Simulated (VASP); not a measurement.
Here is a VASP 6.6.1 calculation.

The input INCAR:

```
SYSTEM = Tb
ALGO     = Normal         ! electronic algorithm
EDIFF    = 1E-6           ! SCF threshold, eV
ENCUT    = 520            ! plane-wave cutoff, eV
GGA      = PE             ! functional
ISIF     = 2              ! what is computed and relaxed
ISMEAR   = -1             ! smearing method
ISPIN    = 2              ! spin polarisation
LASPH    = .True.         ! aspherical terms in the spheres
LCHARG   = .False.        ! write CHGCAR
LMAXMIX  = 6              ! l up to which the mixer works
LORBIT   = 11             ! projections on sites
LREAL    = .False.        ! projectors in reciprocal space
LWAVE    = .False.        ! write WAVECAR
MAGMOM   = 6 6            ! initial moments
NBANDS   = 30             ! bands
NELM     = 150            ! most SCF steps
PREC     = Accurate       ! precision mode
SIGMA    = 0.05           ! smearing width, eV
```

File KPOINTS:

```
k-points
0
Gamma
  9 9 5
  0 0 0
```

File POSCAR:

```
Tb
1.0
    3.6010000000      0.0000000000      0.0000000000
   -1.8005000000      3.1185574790      0.0000000000
    0.0000000000      0.0000000000      5.6936000000
Tb
2
Direct
    0.6666666667      0.3333333333      0.7500000000
    0.3333333333      0.6666666667      0.2500000000
```

Potentials or basis: VASP PAW PBE potentials, release 64 (Tb).

The run is started by

```bash
$ cat potpaw_PBE.64/Tb/POTCAR > POTCAR
$ mpirun -np 1 vasp_std > vasp.out
```

Q: Estimate the net moment.

A: 12.14 μB per cell.

Q: Estimate the pressure.

A: 0.2 GPa.

Q: What does it give for the site moments?

A: Tb +5.78 μB.

Stress tensor (GPa, compression positive):
```
-0.06  0.00  0.00
 0.00 -0.06  0.00
 0.00  0.00  0.84
```

Caveat: the magnetic or orbital state may not be the lowest. The state reached can hang on the start; a lower one may exist.
